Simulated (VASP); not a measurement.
A run of VASP 6.6.1:

INCAR

```
PREC = Accurate
ENCUT = 750
EDIFF = 1E-6
ISMEAR = -1
SIGMA = 0.05
LREAL = Auto
LASPH = T
NELM = 120
ALGO = Normal
ISIF = 2
LWAVE = F
LCHARG = T
GGA = PE
LELF = T
LVHAR = T
NBANDS = 47
GGA_COMPAT = F
```

File KPOINTS:

```
Automatic mesh
0
Gamma
  2 2 2
```

File POSCAR:

```
MgAl6N8
1.0
   -3.1100000000     -5.3866780000      0.0000000000
    4.6650000000     -2.6933390000      0.0000000000
    0.0000000000      0.0000000000      4.9800000000
Al N Mg
6 8 1
Direct
    0.4938878044      0.6756219638     -0.0021524116
    0.2370604347      0.1587852369     -0.0006154151
    0.2443804180      0.8243616158      0.5018793952
   -0.0000915778      0.6638799763      0.0001452094
    0.0042903882      0.3729020183      0.5398125236
    0.7601107869      0.8181648474      0.4978951322
    0.5006282639      0.7781322975      0.3489221391
    0.4746691624      0.3412650977      0.9791382408
    0.1206825353      0.1134234670      0.3568322658
    0.2420096026      0.8345673451      0.8694719667
    0.0051808798      0.6543872743      0.3701339739
    0.0065573606      0.3416450901      0.8880151294
    0.8927086618      0.1090777768      0.3644127052
    0.7506364211      0.8006292699      0.8614225819
    0.7398556581      0.1548673231     -0.0039872363
```

Potentials or basis: VASP PAW PBE potentials, release 64 (Al, N, Mg_sv).

Launch:

```console
$ cat potpaw_PBE.64/Al/POTCAR potpaw_PBE.64/N/POTCAR potpaw_PBE.64/Mg_sv/POTCAR > POTCAR
$ mpirun -np 1 vasp_std > vasp.out
```

Hardware: 1 thread of Intel(R) Xeon(R) 6975P-C (Granite Rapids), on a shared host.

How long does it take, and how much memory?

It took 85 s on 1 thread of Intel(R) Xeon(R) 6975P-C (Granite Rapids), with other jobs on the host, peak memory 0.35 GiB. Counts: scf iterations 19, k points 8.
